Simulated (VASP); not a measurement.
**Os2Rh: single point with PBE**

Crystal: Os2Rh.

```
Os Rh
1.0
     2.69232    0.00000    0.00000
     0.00000    8.15132    0.00000
     0.00000    0.00000    3.87689
Os Rh
4 2
Direct
  0.50000 0.82855 0.50000
  0.00000 0.67145 0.00000
  0.50000 0.17145 0.50000
  0.00000 0.32855 0.00000
  0.50000 0.50000 0.50000
  0.00000 0.00000 0.00000
```

```
Program             : VASP 6.6.1
Task                : single point
Functional          : PBE
Potentials or basis : VASP PAW PBE potentials, release 64 (Os, Rh_pv)
Cutoff              : 520 eV
k mesh              : 4 × 4 × 6
Occupations         : gaussian, width 0.1 eV
Spin                : no spin polarisation
```

| Quantity | Value |
| --- | --- |
| Pressure | 0.0 GPa |
| Largest force | 0.011 eV/Å |
| Band gap on the k mesh | zero (bands 31 and 32 overlap by 2.42 eV) |

Forces on the atoms (eV/Å):
```
Os   0.000 -0.011  0.000
Os   0.000  0.011  0.000
Os   0.000  0.011  0.000
Os   0.000 -0.011  0.000
Rh   0.000  0.000  0.000
Rh   0.000  0.000  0.000
```

Stress tensor (GPa, compression positive):
```
 0.10  0.00  0.00
 0.00  0.15  0.00
 0.00  0.00 -0.10
```

Levels at points of the mesh, in eV from the Fermi level:
```csv
k point,band 28,band 29,band 30,band 31,band 32,band 33,band 34,band 35
"(0.00, 0.00, 0.00)",-1.33,-0.83,-0.42,-0.14,0.13,0.21,0.56,1.54
"(0.50, 0.00, 0.00)",-0.65,0.96,0.96,1.18,1.18,1.70,1.70,1.88
"(0.00, 0.50, 0.00)",-0.79,-0.53,-0.53,-0.41,-0.41,-0.33,-0.33,0.99
"(0.50, 0.50, 0.00)",0.14,1.04,1.04,1.49,1.49,2.11,2.11,2.32
"(0.00, 0.00, 0.50)",-1.91,-1.03,-1.03,-0.92,-0.92,0.41,0.41,1.63
"(0.50, 0.00, 0.50)",-0.71,0.20,0.20,0.63,0.63,1.58,1.58,2.15
"(0.00, 0.50, 0.50)",-1.31,-0.27,-0.27,0.05,0.05,0.46,0.46,0.92
"(0.50, 0.50, 0.50)",-1.66,-0.95,-0.95,1.04,1.04,2.11,2.11,2.79
```

It took 71 s on 1 thread of AMD EPYC 9R45 96-Core Processor (Zen 5) (shared host), peak memory 0.22 GiB.

Caveat: the k points lie up to 0.58 Å⁻¹ apart, too coarse for converged energies and pressures of a metal; spin-orbit coupling is left out, which moves the levels of the heavy elements.
